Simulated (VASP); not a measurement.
# AlRu (P4/mmm) in VASP: a series of runs

The runs below take AlRu through single point, with PBEsol.

Everything below comes from runs of VASP 6.6.1. Logs are shortened: lines on timing, memory, paths and dates and some standing lists are left out, and cuts for length are marked.

### Step 1. The cell of the first run

It takes space group P4/mmm (No. 123, tetragonal). The conventional cell has a = 2.842 Å, b = 2.842 Å, c = 2.992 Å, α = 90.00°, β = 90.00°, γ = 90.00°. Within 3.3 Å of Al (site symmetry 4/mmm) lie 8 Ru at 2.51 Å and 6 Al at 2.84 to 2.99 Å. Ru (site symmetry 4/mmm) has 8 Al at 2.51 Å and 6 Ru at 2.84 to 2.99 Å within 3.3 Å.

### Step 2. Single point, PBEsol (strain -0.050 along x and y, +0.000 along z)

Contents of INCAR:

```
SYSTEM = AlRu
ALGO = Fast
EDIFF = 1E-6
ENCUT = 520
GGA = PS
ISIF = 2
ISMEAR = 0
LASPH = .True.
LCHARG = .True.
LELF = .True.
LREAL = .False.
LVHAR = .True.
LWAVE = .False.
NBANDS = 16
NELM = 60
PREC = Accurate
SIGMA = 0.15
```

Contents of KPOINTS:

```
k-points
0
Gamma
  16 16 16
  0 0 0
```

Contents of POSCAR:

```
AlRu
1.0
    2.8420200000      0.0000000000      0.0000000000
    0.0000000000      2.8420200000      0.0000000000
    0.0000000000      0.0000000000      2.9916000000
Al Ru
1 1
Direct
    0.0000000000      0.0000000000      0.0000000000
    0.5000000000      0.5000000000      0.5000000000
```

Potentials or basis: VASP PAW PBE potentials, release 64 (Al, Ru_pv).

Launch:

```sh
$ cat potpaw_PBE.64/Al/POTCAR potpaw_PBE.64/Ru_pv/POTCAR > POTCAR
$ mpirun -np 1 vasp_std > vasp.out
```

OUTCAR:

```text
SYSTEM = AlRu
   EDIFF = 1E-6
   ENCUT = 520
   GGA = PS
   ISIF = 2
   ISMEAR = 0
   LASPH = .True.
   LREAL = .False.
   NELM = 60
   PREC = Accurate

 ion  position               nearest neighbor table
   1  0.000  0.000  0.000-   2 2.51   2 2.51   2 2.51   2 2.51   2 2.51   2 2.51   2 2.51   2 2.51

   2  0.500  0.500  0.500-   1 2.51   1 2.51   1 2.51   1 2.51   1 2.51   1 2.51   1 2.51   1 2.51

  LATTYP: Found a simple tetragonal cell.
 ALAT       =     2.8420200000
 C/A-ratio  =     1.0526315789

  Lattice vectors:

 A1 = (   2.8420200000,   0.0000000000,   0.0000000000)
 A2 = (   0.0000000000,   2.8420200000,   0.0000000000)
 A3 = (   0.0000000000,   0.0000000000,   2.9916000000)

Analysis of symmetry for initial positions (statically):
=====================================================================
 Subroutine PRICEL returns:
 Original cell was already a primitive cell.

 Routine SETGRP: Setting up the symmetry group for a
 simple tetragonal supercell.

 Subroutine GETGRP returns: Found 16 space group operations
 (whereof 16 operations were pure point group operations)
 out of a pool of 16 trial point group operations.

The static configuration has the point symmetry D_4h.

Analysis of symmetry for dynamics (positions and initial velocities):
=====================================================================
 Subroutine PRICEL returns:
 Original cell was already a primitive cell.

 Routine SETGRP: Setting up the symmetry group for a
 simple tetragonal supercell.

 Subroutine GETGRP returns: Found 16 space group operations
 (whereof 16 operations were pure point group operations)
 out of a pool of 16 trial point group operations.

The dynamic configuration has the point symmetry D_4h.

 Subroutine INISYM returns: Found 16 space group operations
 (whereof 16 operations are pure point group operations),
 and found     1 'primitive' translations

----------------------------------------------------------------------------------------

                                     Primitive cell

  volume of cell :      24.1634

  direct lattice vectors                    reciprocal lattice vectors
     2.842020000  0.000000000  0.000000000     0.351862408  0.000000000  0.000000000
     0.000000000  2.842020000  0.000000000     0.000000000  0.351862408  0.000000000
     0.000000000  0.000000000  2.991600000     0.000000000  0.000000000  0.334269287

  length of vectors
     2.842020000  2.842020000  2.991600000     0.351862408  0.351862408  0.334269287

  position of ions in fractional coordinates (direct lattice)
     0.000000000  0.000000000  0.000000000
     0.500000000  0.500000000  0.500000000

  ion indices of the primitive-cell ions
   primitive index   ion index
                 1           1
                 2           2

----------------------------------------------------------------------------------------

 KPOINTS: k-points

Automatic generation of k-mesh.
 Grid dimensions read from file:
 generate k-points for:   16   16   16

 Generating k-lattice:

  Cartesian coordinates                     Fractional coordinates (reciprocal lattice)
     0.021991400  0.000000000  0.000000000     0.062500000  0.000000000  0.000000000
     0.000000000  0.021991400  0.000000000     0.000000000  0.062500000  0.000000000
     0.000000000  0.000000000  0.020891830     0.000000000  0.000000000  0.062500000

  Length of vectors
     0.021991400  0.021991400  0.020891830

  Shift w.r.t. Gamma in fractional coordinates (k-lattice)
     0.000000000  0.000000000  0.000000000

 Subroutine IBZKPT returns following result:
 ===========================================

 Found    405 irreducible k-points:

 Following reciprocal coordinates:
            Coordinates               Weight
  0.000000  0.000000  0.000000      1.000000
  0.062500  0.000000  0.000000      4.000000
  0.125000  0.000000  0.000000      4.000000
  0.187500  0.000000  0.000000      4.000000
  0.250000  0.000000  0.000000      4.000000
  0.312500  0.000000  0.000000      4.000000
[... 16 lines left out ...]
  0.437500  0.125000  0.000000      8.000000
  0.500000  0.125000  0.000000      4.000000
 [... further k-points ...]
   k-points           NKPTS =    405   k-points in BZ     NKDIM =    405   number of bands    NBANDS=     16
   number of dos      NEDOS =    301   number of ions     NIONS =      2
   total plane-waves  NPLWV =  13824
   dimension x,y,z NGX =    24 NGY =   24 NGZ =   24
   dimension x,y,z NGXF=    48 NGYF=   48 NGZF=   48
   ions per type =               1   1
   NGX,Y,Z   is equivalent  to a cutoff of  14.04, 14.04, 13.34 a.u.
   NGXF,Y,Z  is equivalent  to a cutoff of  28.08, 28.08, 26.67 a.u.
 SYSTEM =  AlRu
   PREC   = accura    normal or accurate (medium, high low for compatibility)
   ISTART =      0    job   : 0-new  1-cont  2-samecut
   ICHARG =      2    charge: 1-file 2-atom 10-const
   ISPIN  =      1    spin polarized calculation?
   LNONCOLLINEAR =      F non collinear calculations
   LSORBIT =      F    spin-orbit coupling
   LASPH  =      T    aspherical Exc in radial PAW
   ENCUT  =  520.0 eV  38.22 Ry    6.18 a.u.   5.28  5.28  5.56*2*pi/ulx,y,z
   NELM   =     60;   NELMIN=  2; NELMDL= -5     # of ELM steps
   EDIFF  = 0.1E-05   stopping-criterion for ELM
   LREAL  =      F    real-space projection
   EDIFFG = 0.1E-04   stopping-criterion for IOM
   NSW    =      0    number of steps for IOM
   IBRION =     -1    ionic relax: 0-MD 1-quasi-New 2-CG
   NFREE  =      0    steps in history (QN), initial steepest desc. (CG)
   ISIF   =      2    stress and relaxation
   ISYM   =      2    0-nonsym 1-usesym 2-fastsym
   POTIM  = 0.5000    time-step for ionic-motion
   TEBEG  =    0.0;   TEEND  =   0.0 temperature during run
   PSTRESS=    0.0 pullay stress
   NELECT =      17.0000    total number of electrons
   NUPDOWN=      -1.0000    fix difference up-down
   EMIN   =  10.00;   EMAX   =-10.00  energy-range for DOS
   EFERMI =   0.00;   METHOD = LEGACY
   ISMEAR =     0;   SIGMA  =   0.15  broadening in eV -4-tet -1-fermi 0-gaus
   EFERMI_NEDOS =   21; number of points for ismear=-14 and -15
   IALGO  =     68    algorithm
   IMIX   =      4    mixing-type and parameters
     AMIX     =   0.40;   BMIX     =  1.00
     AMIX_MAG =   1.60;   BMIX_MAG =  1.00
  volume/ion in A,a.u.               =      12.08        81.53
  Fermi-wavevector in a.u.,A,eV,Ry     =   1.456035  2.751508 28.844875  2.120039
  Thomas-Fermi vector in A             =   2.573000
   LORBIT       =      0    0 simple, 1 ext, 2 COOP (PROOUT), +10 PAW based schemes
   GGA     = PS    functional components
   LHFCALC =     F    Hartree Fock is set to
   AEXX    =    0.0000 exact exchange contribution
   IVDW    =     0    specifies the selected vdW correction
   LEPSILON=     F    determine dielectric tensor
   LRPA    =     F    only Hartree local field effects (RPA)
 non-spin polarized calculation
 RMM-DIIS sequential band-by-band and
 Gauss-broadening in eV      SIGMA  =   0.15
  energy-cutoff  :      520.00
  volume of cell :       24.16
 maximum number of plane-waves:       668
 NGX is ok and might be reduce to    24
   NGX = 11   NGY = 11   NGZ = 11

 number of electron      16.9999996 magnetization

 Free energy of the ion-electron system (eV)
  ---------------------------------------------------
  ext. energy  EPLUGINS =         0.00000000
  ---------------------------------------------------
  free energy    TOTEN  =       -15.34768596 eV

  energy without entropy =      -15.33148091  energy(sigma->0) =      -15.33958344

 E-fermi :  12.1505     XC(G=0): -13.2242

 val. band max:       12.1438981639   @ k =   0.4375   0.2500   0.1875
 cond. band min:      12.1510288971   @ k =   0.0000   0.0000   0.0625
 fundamental gap:      0.0071307331
 Fermi energy:        12.1504530640

 k-point     1 :       0.0000    0.0000    0.0000
  band No.  band energies     occupation
      1     -29.6729      2.00000
      2     -29.5932      2.00000
      3     -29.5932      2.00000
      4       1.8133      2.00000
      5       7.8948      2.00000
      6       7.9352      2.00000
[... 8 lines left out ...]
     15      24.1214      0.00000
     16      29.3085      0.00000

 k-point     2 :       0.0625    0.0000    0.0000
  band No.  band energies     occupation
      1     -29.6717      2.00000
      2     -29.6072      2.00000
      3     -29.5920      2.00000
      4       1.8983      2.00000
      5       7.9323      2.00000
      6       7.9761      2.00000
[... 8 lines left out ...]
     15      24.1231      0.00000
     16      29.5716      0.00000

 k-point     3 :       0.1250    0.0000    0.0000
  band No.  band energies     occupation
      1     -29.6681      2.00000
      2     -29.6472      2.00000
      3     -29.5886      2.00000
      4       2.1494      2.00000
      5       8.0325      2.00000
      6       8.0905      2.00000
[... 8 lines left out ...]
     15      24.6575      0.00000
     16      30.3743      0.00000

 k-point     4 :       0.1875    0.0000    0.0000
  band No.  band energies     occupation
      1     -29.7066      2.00000
      2     -29.6627      2.00000
      3     -29.5835      2.00000
      4       2.5552      2.00000
      5       8.1811      2.00000
      6       8.2276      2.00000
[... 8 lines left out ...]
     15      25.2879      0.00000
     16      30.2067      0.00000
[... 324 lines left out ...]
 k-point    22 :       0.3750    0.1250    0.0000
  band No.  band energies     occupation
      1     -29.8960      2.00000
      2     -29.6395      2.00000
      3     -29.6182      2.00000
      4       4.7508      2.00000
      5       7.7440      2.00000
      6       8.9468      2.00000
[... 8 lines left out ...]
     15      26.4343      0.00000
     16      26.6775      0.00000

 k-point    23 :       0.4375    0.1250    0.0000
  band No.  band energies     occupation
      1     -29.9342      2.00000
      2     -29.6359      2.00000
      3     -29.6145      2.00000
      4       5.5137      2.00000
      5       7.1051      2.00000
      6       9.0935      2.00000
[... 8 lines left out ...]
     15      25.3461      0.00000
     16      25.7328      0.00000

 k-point    24 :       0.5000    0.1250    0.0000
  band No.  band energies     occupation
      1     -29.9475      2.00000
      2     -29.6346      2.00000
      3     -29.6132      2.00000
      4       6.1330      2.00000
      5       6.5212      2.00000
      6       9.1510      2.00000
[... 8 lines left out ...]
     15      24.8226      0.00000
     16      25.2265      0.00000

 [... further k-points ...]

------------------------ aborting loop because EDIFF is reached ----------------------------------------

  FORCE on cell =-STRESS in cart. coord.  units (eV):
  Direction    XX          YY          ZZ          XY          YZ          ZX
  --------------------------------------------------------------------------------------
  -------------------------------------------------------------------------------------
  Total        4.1369625      4.1369625      2.4723003      0.0000000      0.0000000      0.0000000
  in kB      274.3054160    274.3054160    163.9283329      0.0000000      0.0000000      0.0000000
  external PRESSURE =     237.5130550 kB  Pullay stress =       0.0000000 kB

 VOLUME and BASIS-vectors are now :
 -----------------------------------------------------------------------------
  energy-cutoff  :      520.00
  volume of cell :       24.16
      direct lattice vectors                 reciprocal lattice vectors
     2.842020000  0.000000000  0.000000000     0.351862408  0.000000000  0.000000000
     0.000000000  2.842020000  0.000000000     0.000000000  0.351862408  0.000000000
     0.000000000  0.000000000  2.991600000     0.000000000  0.000000000  0.334269287

 POSITION                                       TOTAL-FORCE (eV/Angst)
 -----------------------------------------------------------------------------------
      0.00000      0.00000      0.00000         0.000000      0.000000      0.000000
      1.42101      1.42101      1.49580         0.000000      0.000000      0.000000
 -----------------------------------------------------------------------------------
    total drift:                                0.000000     -0.000000     -0.000000

  FREE ENERGIE OF THE ION-ELECTRON SYSTEM (eV)
  ---------------------------------------------------
  free  energy   TOTEN  =       -15.3476859576 eV

  energy  without entropy=      -15.3314809145  energy(sigma->0) =      -15.33958344
```

Run time: 83 s. Hardware: 1 thread of AMD EPYC 9R45 (Zen 5), shared host; peak memory 0.23 GiB.

What came out:

```yaml
Free_energy: -15.3477 eV
Pressure: 23.8 GPa
```

Stress tensor (GPa, compression positive):
```
27.43  0.00  0.00
 0.00 27.43  0.00
 0.00  0.00 16.39
```

Caveat: the cell differs from its parent crystal (strain -0.050 along x and y, +0.000 along z); the PAW data sets were made with another functional, which shifts forces and pressure a little.

### Step 3. Single point, PBEsol (strain -0.025 along x and y, -0.050 along z)

Contents of INCAR:

```
SYSTEM = AlRu
PREC = Accurate
ENCUT = 520
EDIFF = 1E-6
ISMEAR = 0
SIGMA = 0.15
LREAL = .False.
LASPH = .True.
NELM = 80
ALGO = Fast
ISIF = 2
LWAVE = .False.
LCHARG = .True.
GGA = PS
LELF = .True.
LVHAR = .True.
NBANDS = 16
```

Contents of KPOINTS:

```
Automatic mesh
0
Gamma
  16 16 16
  0 0 0
```

Contents of POSCAR:

```
AlRu
1.0
    2.9168100000      0.0000000000      0.0000000000
    0.0000000000      2.9168100000      0.0000000000
    0.0000000000      0.0000000000      2.8420200000
Al Ru
1 1
Direct
    0.0000000000      0.0000000000      0.0000000000
    0.5000000000      0.5000000000      0.5000000000
```

Potentials or basis: VASP PAW PBE potentials, release 64 (Al, Ru_pv).

Launch:

```sh
$ cat potpaw_PBE.64/Al/POTCAR potpaw_PBE.64/Ru_pv/POTCAR > POTCAR
$ mpirun -np 1 vasp_std > vasp.out
```

Run time: 82 s. Hardware: 1 thread of AMD EPYC 9R45 (Zen 5), shared host; peak memory 0.23 GiB.

The run converged. Its results:

| Property | Result |
| --- | --- |
| Free energy | -15.3711 eV |
| Pressure | 23.2 GPa |

Stress tensor (GPa, compression positive):
```
21.16  0.00  0.00
 0.00 21.16  0.00
 0.00  0.00 27.23
```

Levels at points of the mesh, in eV from the Fermi level:
```csv
k point,band 5,band 6,band 7,band 8,band 9,band 10,band 11,band 12,band 13,band 14
"(0.00, 0.00, 0.00)",-4.22,-4.21,0.07,0.27,0.27,6.28,6.28,7.14,11.48,11.66
"(0.50, 0.00, 0.00)",-5.78,-3.33,-1.96,-1.62,0.55,2.49,7.34,11.28,11.99,13.87
"(0.50, 0.50, 0.00)",-3.64,-1.56,-1.56,-1.21,-1.21,1.65,5.70,7.22,11.86,11.98
"(0.00, 0.00, 0.50)",-5.47,-3.20,-1.99,-1.99,0.42,3.00,7.31,11.27,11.27,14.04
"(0.50, 0.00, 0.50)",-3.52,-1.55,-1.50,-1.44,-1.30,1.83,6.12,7.41,11.18,11.98
"(0.50, 0.50, 0.50)",-5.29,-5.22,1.78,2.00,3.21,4.27,4.27,4.48,9.29,9.68
```

Caveat: the cell differs from its parent crystal (strain -0.025 along x and y, -0.050 along z); the PAW data sets were made with another functional, which shifts forces and pressure a little.
